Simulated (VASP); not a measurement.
Input of a VASP 6.6.1 run:

File INCAR:

```
SYSTEM = GaN
  ALGO = Normal
  EDIFF = 1E-6
  ENCUT = 520
  GGA = PE
  ISIF = 2
  ISMEAR = -1
  LASPH = .TRUE.
  LCHARG = .TRUE.
  LELF = .TRUE.
  LREAL = .FALSE.
  LVHAR = .TRUE.
  LWAVE = .FALSE.
  NBANDS = 16
  NELM = 60
  PREC = Accurate
  SIGMA = 0.05
```

Contents of KPOINTS:

```
k-points
0
G
  6 6 8
  0 0 0
```

POSCAR

```
GaN
1.0
    5.1236075913      0.0000000000      0.0000000000
   -2.5618037957      4.4371724215      0.0000000000
    0.0000000000      0.0000000000      3.3208948672
Ga N
1 1
Direct
    0.0000000000      0.0000000000      0.5000000000
    0.0000000000      0.0000000000      0.0000000000
```

Potentials or basis: VASP PAW PBE potentials, release 64 (Ga_d, N).

The run is started by

```bash
$ cat potpaw_PBE.64/Ga_d/POTCAR potpaw_PBE.64/N/POTCAR > POTCAR
$ mpirun -np 1 vasp_std > vasp.out
```

(1) Predict the band gap on the k mesh.

(2) Predict the pressure.

Answers

(1) 1.42 eV, indirect (least direct gap 3.23 eV).

(2) 2.9 GPa.
